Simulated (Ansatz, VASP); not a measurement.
**GaN: VASP beside Ansatz**

Contents of INCAR:

```
SYSTEM = GaN
PREC = Accurate
ENCUT = 520
EDIFF = 1E-7
ISMEAR = -1
SIGMA = 0.05
LREAL = .False.
LASPH = .True.
NELM = 150
ALGO = Normal
ISIF = 2
LWAVE = .False.
LCHARG = .False.
MAGMOM = 0 0 0 0 0 0
LORBIT = 11
LSORBIT = .True.
GGA_COMPAT = .False.
LORBMOM = .True.
NBANDS = 30
```

File KPOINTS:

```
regular mesh
0
Gamma
  10 10 10
  0 0 0
```

File POSCAR:

```
GaN
1.0
    0.0000000000      2.2230441631      2.2230441631
    2.2230441631      0.0000000000      2.2230441631
    2.2230441631      2.2230441631      0.0000000000
Ga N
1 1
Direct
    0.0000000000      0.0000000000      0.0000000000
    0.2500000000      0.2500000000      0.2500000000
```

The input input.yaml:

```yaml
crystal:
  lattice:
    - [0.0, 2.2230441631, 2.2230441631]
    - [2.2230441631, 0.0, 2.2230441631]
    - [2.2230441631, 2.2230441631, 0.0]
  atoms:
    - { symbol: Ga, position: [0.0, 0.0, 0.0] }
    - { symbol: "N", position: [0.25, 0.25, 0.25] }
hamiltonian:
  xc: lda
  pseudopotentials: { kind: paw_fr }
magnetization:
  noncollinear: true
  spin_orbit: true
kpoints:
  mp_grid: { grid: [10, 10, 10] }
scf:
  occupations: { method: fermi_dirac, width: 0.05 }
output:
  forces: true
  stress: true
  eigenvalues: true
```

Alike in both runs: task single point; functional LDA; k mesh 10 × 10 × 10; occupations fermi-dirac, width 0.05 eV; non-collinear spin, spin-orbit coupling.

|  | VASP | Ansatz |
| --- | --- | --- |
| version | VASP 6.6.1 | Ansatz 0.2.0 |
| potentials or method | VASP PAW LDA potentials, release 64 (Ga_d, N) | Ansatz PAW |
| plane-wave cutoff (eV) | 520 | 420 |
| valence electrons in the cell | 18 | 18 |

|  | VASP | Ansatz | Ansatz less VASP |
| --- | --- | --- | --- |
| pressure (GPa) | 2.4 | 1.3 | -1.15 |
| net moment per atom (μB) | 0.00 | 0.00 | 0.000 |

LDA's correlation is that of Perdew and Zunger in VASP and of Perdew and Wang (1992) in Ansatz.
